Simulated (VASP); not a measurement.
# MnC15 in VASP: single point with PBEsol+U

Aim: the single point of MnC15 with PBEsol+U.

All numbers are computed with VASP 6.6.1; they aren't measurements. Logs are shortened: lines on timing, memory, paths and dates and some standing lists are left out, and cuts for length are marked.

## Step 1: The cell of the first run

The typed cell holds 16 atoms: a = 5.044 Å, b = 5.044 Å, c = 5.044 Å, α = 60.00°, β = 60.00°, γ = 60.00°.

## Step 2: Single point, PBEsol+U, collinear spin

INCAR reads:

```
SYSTEM = MnC15
PREC = Accurate
ENCUT = 600
EDIFF = 1E-6
ISMEAR = 0
SIGMA = 0.05
LREAL = .FALSE.
LASPH = .TRUE.
NELM = 200
ALGO = Normal
ISIF = 2
LWAVE = .FALSE.
LCHARG = .FALSE.
ISPIN = 2
MAGMOM = 0.88 0.01 0.01 0.02 0.02 0.01 0.01 0 -0.03 -0.03 -0.03 0 -0.03 0 0 0
LORBIT = 11
LMAXMIX = 4
LDAU = .TRUE.
LDAUTYPE = 2
LDAUL = 2 -1
LDAUU = 3.5 0
LDAUJ = 0 0
LDAUPRINT = 1
GGA = PS
NBANDS = 54
GGA_COMPAT = .FALSE.
```

KPOINTS reads:

```
Automatic mesh
0
G
  4 4 4
  0 0 0
```

POSCAR reads:

```
MnC15
1.0
    0.0000000000      3.5668800000      3.5668800000
    3.5668800000      0.0000000000      3.5668800000
    3.5668800000      3.5668800000      0.0000000000
Mn C
1 15
Direct
    0.0000333313      0.0025209478      0.9988045600
    0.0014101529      0.0038690788      0.4974589078
    0.0014369460      0.5011306098      0.0002037165
    0.0002199844      0.5023464475      0.4986479718
    0.4998866520      0.0026766335      0.9989794761
    0.4986686728      0.0038835820      0.4974191338
    0.4986958031      0.5011529928      0.0001614387
    0.5000486001      0.5025023382      0.4988078209
    0.1383695766      0.1397508452      0.1360830558
    0.1372956784      0.1408374725      0.5859691370
    0.1373334445      0.5896826947      0.1371336982
    0.1267123930      0.6271454170      0.6234513912
    0.5872001223      0.1397934151      0.1360550963
    0.6246907150      0.1291601603      0.6228702023
    0.6246839931      0.6265652012      0.1254752017
    0.6241141095      0.6271283080      0.6234426390
```

Potentials or basis: VASP PAW PBE potentials, release 64 (Mn_pv, C).

On the command line:

```
$ cat potpaw_PBE.64/Mn_pv/POTCAR potpaw_PBE.64/C/POTCAR > POTCAR
$ mpirun -np 1 vasp_std > vasp.out
```

OUTCAR:

```text
SYSTEM = MnC15
   PREC = Accurate
   ENCUT = 600
   EDIFF = 1E-6
   ISMEAR = 0
   LREAL = .FALSE.
   LASPH = .TRUE.
   NELM = 200
   ISIF = 2
   ISPIN = 2
   LORBIT = 11
   GGA = PS

 ion  position               nearest neighbor table
   1  0.000  0.003  0.999-  13 1.70  10 1.70  11 1.70   9 1.70   5 2.52   2 2.52   7 2.52   4 2.52
                             3 2.52   6 2.52   4 2.52   6 2.52   3 2.52   5 2.52   7 2.52   2 2.52
   2  0.001  0.004  0.497-  10 1.49   9 1.49  14 1.55  12 1.55   1 2.52   1 2.52
   3  0.001  0.501  0.000-   9 1.49  11 1.49  12 1.55  15 1.55   1 2.52   1 2.52
   4  0.000  0.502  0.499-  10 1.50  11 1.50  12 1.55  16 1.55   1 2.52   1 2.52
   5  0.500  0.003  0.999-  13 1.50   9 1.50  14 1.55  15 1.55   1 2.52   1 2.52
   6  0.499  0.004  0.497-  13 1.49  10 1.49  14 1.55  16 1.55   1 2.52   1 2.52
   7  0.499  0.501  0.000-  13 1.49  11 1.49  15 1.55  16 1.55   1 2.52   1 2.52
   8  0.500  0.503  0.499-  16 1.54  15 1.54  12 1.54  14 1.54
   9  0.138  0.140  0.136-   2 1.49   3 1.49   5 1.50   1 1.70
  10  0.137  0.141  0.586-   2 1.49   6 1.49   4 1.50   1 1.70
  11  0.137  0.590  0.137-   7 1.49   3 1.49   4 1.50   1 1.70
  12  0.127  0.627  0.623-   8 1.54   4 1.55   2 1.55   3 1.55
  13  0.587  0.140  0.136-   7 1.49   6 1.49   5 1.50   1 1.70
  14  0.625  0.129  0.623-   8 1.54   5 1.55   2 1.55   6 1.55
  15  0.625  0.627  0.125-   8 1.54   5 1.55   7 1.55   3 1.55
  16  0.624  0.627  0.623-   8 1.54   4 1.55   7 1.55   6 1.55

  LATTYP: Found a face centered cubic cell.
 ALAT       =     7.1337600000

  Lattice vectors:

 A1 = (   0.0000000000,   3.5668800000,   3.5668800000)
 A2 = (   3.5668800000,   0.0000000000,   3.5668800000)
 A3 = (   3.5668800000,   3.5668800000,   0.0000000000)

Analysis of symmetry for initial positions (statically):
=====================================================================
 Subroutine PRICEL returns:
 Original cell was already a primitive cell.

 Routine SETGRP: Setting up the symmetry group for a
 face centered cubic supercell.

 Subroutine GETGRP returns: Found  1 space group operations
 (whereof  1 operations were pure point group operations)
 out of a pool of 48 trial point group operations.

The static configuration has the point symmetry C_1 .

Analysis of symmetry for dynamics (positions and initial velocities):
=====================================================================
 Subroutine PRICEL returns:
 Original cell was already a primitive cell.

 Routine SETGRP: Setting up the symmetry group for a
 face centered cubic supercell.

 Subroutine GETGRP returns: Found  1 space group operations
 (whereof  1 operations were pure point group operations)
 out of a pool of 48 trial point group operations.

The dynamic configuration has the point symmetry C_1 .

Analysis of structural, dynamic, and magnetic symmetry:
=====================================================================
 Subroutine PRICEL returns:
 Original cell was already a primitive cell.

 Routine SETGRP: Setting up the symmetry group for a
 face centered cubic supercell.

 Subroutine GETGRP returns: Found  1 space group operations
 (whereof  1 operations were pure point group operations)
 out of a pool of 48 trial point group operations.

The overall configuration has the point symmetry C_1 .

 Subroutine INISYM returns: Found  1 space group operations
 (whereof  1 operations are pure point group operations),
 and found     1 'primitive' translations

----------------------------------------------------------------------------------------

                                     Primitive cell

  volume of cell :      90.7602

  direct lattice vectors                    reciprocal lattice vectors
     0.000000000  3.566880000  3.566880000    -0.140178531  0.140178531  0.140178531
     3.566880000  0.000000000  3.566880000     0.140178531 -0.140178531  0.140178531
     3.566880000  3.566880000  0.000000000     0.140178531  0.140178531 -0.140178531

  length of vectors
     5.044330071  5.044330071  5.044330071     0.242796338  0.242796338  0.242796338

  position of ions in fractional coordinates (direct lattice)
[... 136 lines left out ...]
   GGA     = PS    functional components
   LHFCALC =     F    Hartree Fock is set to
   AEXX    =    0.0000 exact exchange contribution
   IVDW    =     0    specifies the selected vdW correction
   LEPSILON=     F    determine dielectric tensor
   LRPA    =     F    only Hartree local field effects (RPA)
 spin polarized calculation
 Gauss-broadening in eV      SIGMA  =   0.05
  energy-cutoff  :      600.00
  volume of cell :       90.76
 maximum number of plane-waves:      3071
   NGX = 21   NGY = 21   NGZ = 21

atom =   1  type =  1  l = 2

 onsite density matrix

spin component  1

  0.5999 -0.0000 -0.0000 -0.0000 -0.0000
 -0.0000  0.6006 -0.0000 -0.0000 -0.0000
 -0.0000 -0.0000  0.8918  0.0000 -0.0000
 -0.0000 -0.0000  0.0000  0.5999  0.0000
 -0.0000 -0.0000 -0.0000  0.0000  0.8918

spin component  2

  0.5478  0.0000  0.0000 -0.0000  0.0000
  0.0000  0.5486 -0.0000  0.0000  0.0000
  0.0000 -0.0000  0.4365 -0.0000 -0.0014
 -0.0000  0.0000 -0.0000  0.5478 -0.0000
  0.0000  0.0000 -0.0014 -0.0000  0.4379

 occupancies and eigenvectors

  o =  0.4357  v =  0.0000  0.0000  0.0000  0.0000  0.0000  0.0002  0.0000 -0.8550 -0.0002 -0.5186      0.0000  0.0000  0.0000  0.0000  0.0000  0.0000  0.0000  0.0000  0.0000  0.0000
  o =  0.4387  v =  0.0000  0.0000  0.0000  0.0000  0.0000 -0.0001  0.0001  0.5186 -0.0001 -0.8550      0.0000  0.0000  0.0000  0.0000  0.0000  0.0000  0.0000  0.0000  0.0000  0.0000
  o =  0.5478  v =  0.0000  0.0000  0.0000  0.0000  0.0000  0.0872 -0.0004 -0.0001  0.9962 -0.0002      0.0000  0.0000  0.0000  0.0000  0.0000  0.0000  0.0000  0.0000  0.0000  0.0000
  o =  0.5478  v =  0.0000  0.0000  0.0000  0.0000  0.0000  0.9962 -0.0001  0.0002 -0.0872  0.0000      0.0000  0.0000  0.0000  0.0000  0.0000  0.0000  0.0000  0.0000  0.0000  0.0000
  o =  0.5486  v =  0.0000  0.0000  0.0000  0.0000  0.0000  0.0001  1.0000 -0.0000  0.0004  0.0001      0.0000  0.0000  0.0000  0.0000  0.0000  0.0000  0.0000  0.0000  0.0000  0.0000
  o =  0.5999  v = -0.0542 -0.0049  0.0001 -0.9985  0.0001  0.0000  0.0000  0.0000  0.0000  0.0000      0.0000  0.0000  0.0000  0.0000  0.0000  0.0000  0.0000  0.0000  0.0000  0.0000
  o =  0.5999  v =  0.9985  0.0111  0.0001 -0.0543  0.0000  0.0000  0.0000  0.0000  0.0000  0.0000      0.0000  0.0000  0.0000  0.0000  0.0000  0.0000  0.0000  0.0000  0.0000  0.0000
  o =  0.6006  v = -0.0113  0.9999  0.0000 -0.0043  0.0000  0.0000  0.0000  0.0000  0.0000  0.0000      0.0000  0.0000  0.0000  0.0000  0.0000  0.0000  0.0000  0.0000  0.0000  0.0000
  o =  0.8917  v =  0.0001  0.0000 -0.9096 -0.0001 -0.4156  0.0000  0.0000  0.0000  0.0000  0.0000      0.0000  0.0000  0.0000  0.0000  0.0000  0.0000  0.0000  0.0000  0.0000  0.0000
  o =  0.8918  v = -0.0000 -0.0000 -0.4156  0.0001  0.9096  0.0000  0.0000  0.0000  0.0000  0.0000      0.0000  0.0000  0.0000  0.0000  0.0000  0.0000  0.0000  0.0000  0.0000  0.0000

 number of electron      72.9999993 magnetization       0.9999592

 Free energy of the ion-electron system (eV)
  ---------------------------------------------------
  ext. energy  EPLUGINS =         0.00000000
  ---------------------------------------------------
  free energy    TOTEN  =      -142.30954188 eV

  energy without entropy =     -142.30694286  energy(sigma->0) =     -142.30824237

 E-fermi :  12.4753     XC(G=0): -13.7611

 val. band max:       12.4300252551   @ k =   0.2500   0.5000   0.5000
 cond. band min:      12.5348343071   @ k =   0.2500   0.0000   0.2500
 fundamental gap:      0.1048090519
 Fermi energy:        12.4752658486

 spin component 1

 k-point     1 :       0.0000    0.0000    0.0000
  band No.  band energies     occupation
      1     -35.8689      1.00000
      2     -35.8686      1.00000
      3     -35.8614      1.00000
      4     -11.1524      1.00000
      5      -5.7470      1.00000
      6      -5.7327      1.00000
[... 2441 lines left out ...]
     47      18.7716      0.00000
     48      19.1206      0.00000

 [... further k-points ...]

 [bands above 48 left out]

------------------------ aborting loop because EDIFF is reached ----------------------------------------

  FORCE on cell =-STRESS in cart. coord.  units (eV):
  Direction    XX          YY          ZZ          XY          YZ          ZX
  --------------------------------------------------------------------------------------
  -------------------------------------------------------------------------------------
  Total       22.3639535     22.3569502     22.3547133     -0.0009537      0.0001980     -0.0016678
  in kB      394.7877529    394.6641250    394.6246359     -0.0168363      0.0034950     -0.0294408
  external PRESSURE =     394.6921713 kB  Pullay stress =       0.0000000 kB

 VOLUME and BASIS-vectors are now :
 -----------------------------------------------------------------------------
  energy-cutoff  :      600.00
  volume of cell :       90.76
      direct lattice vectors                 reciprocal lattice vectors
     0.000000000  3.566880000  3.566880000    -0.140178531  0.140178531  0.140178531
     3.566880000  0.000000000  3.566880000     0.140178531 -0.140178531  0.140178531
     3.566880000  3.566880000  0.000000000     0.140178531  0.140178531 -0.140178531

 POSITION                                       TOTAL-FORCE (eV/Angst)
 -----------------------------------------------------------------------------------
      3.57161      3.56273      0.00911         0.000412      0.001500      0.001019
      1.78818      1.77941      0.01883        -0.001394     -0.001147     -0.264433
      1.78820      0.00585      1.79260        -0.001150     -0.268266     -0.000675
      3.57043      1.77940      1.79259         0.098609     -0.000657     -0.000476
      3.57279      5.34628      1.79258        -0.100426     -0.001393     -0.001411
      1.78809      3.55293      1.79254         0.001333      0.268996      0.000130
[... 8 lines left out ...]
      2.68244      2.67573      4.46306        -0.026842      0.019852     -0.013462
      4.46064      4.44989      4.46303         0.029327     -0.019237     -0.013563
 -----------------------------------------------------------------------------------
    total drift:                                0.000161     -0.000071      0.000261

  FREE ENERGIE OF THE ION-ELECTRON SYSTEM (eV)
  ---------------------------------------------------
  free  energy   TOTEN  =      -142.3095418758 eV

  energy  without entropy=     -142.3069428625  energy(sigma->0) =     -142.30824237

 total charge

# of ion       s       p       d       tot
------------------------------------------
    1        0.646   6.547   6.038  13.231
    2        0.832   1.766   0.000   2.598
    3        0.832   1.766   0.000   2.598
    4        0.832   1.767   0.000   2.600
    5        0.832   1.767   0.000   2.599
    6        0.832   1.766   0.000   2.598
[... 8 lines left out ...]
   15        0.825   1.728   0.000   2.553
   16        0.825   1.728   0.000   2.553
--------------------------------------------------
tot         13.200  33.172   6.038  52.410

 magnetization (x)

# of ion       s       p       d       tot
------------------------------------------
    1        0.007  -0.017   1.064   1.054
    2        0.001   0.014   0.000   0.014
    3        0.001   0.014   0.000   0.014
    4        0.001   0.014   0.000   0.014
    5        0.001   0.014   0.000   0.014
    6        0.001   0.014   0.000   0.014
[... 8 lines left out ...]
   15       -0.001  -0.003   0.000  -0.005
   16       -0.001  -0.003   0.000  -0.005
--------------------------------------------------
tot         -0.006  -0.035   1.064   1.023
```

It took 21 min on 1 thread of Intel Xeon 8259CL, shared host; peak memory 0.49 GiB.

What came out:

```
Free energy                                           : -142.3095 eV
Pressure                                              : 39.5 GPa
Largest force                                         : 0.458 eV/Å
Band gap on the k mesh                                : zero (filled and empty bands overlap)
Net moment                                            : 1.00 μB per cell
Site moments                                          : Mn +1.05; C +0.01, +0.00, -0.03, -0.01 μB
Valence electrons inside the program's atomic spheres : Mn 13.23; C 2.60, 2.58, 2.70, 2.55
```

Forces on the atoms (eV/Å):
```
Mn   0.000  0.002  0.001
C   -0.001 -0.001 -0.264
C   -0.001 -0.268 -0.001
C    0.099 -0.001  0.000
C   -0.100 -0.001 -0.001
C    0.001  0.269  0.000
C    0.000  0.000  0.264
C   -0.001  0.000 -0.001
C   -0.249 -0.273 -0.270
C    0.249  0.273 -0.271
C    0.249 -0.274  0.269
C    0.029  0.020  0.016
C   -0.251  0.273  0.270
C   -0.026 -0.019  0.016
C   -0.027  0.020 -0.013
C    0.029 -0.019 -0.014
```

Eigenvalues of the final occupation matrices:
| site | spin | trace | eigenvalues |
| --- | --- | --- | --- |
| site 1 d | 1 | 3.58 | 0.60 0.60 0.60 0.89 0.89 |
| site 1 d | 2 | 2.52 | 0.44 0.44 0.55 0.55 0.55 |

Caveat: the k points lie up to 0.38 Å⁻¹ apart; the PAW data sets were made with another functional, which shifts forces and pressure a little; the U is typed as a test and isn't derived for this compound.
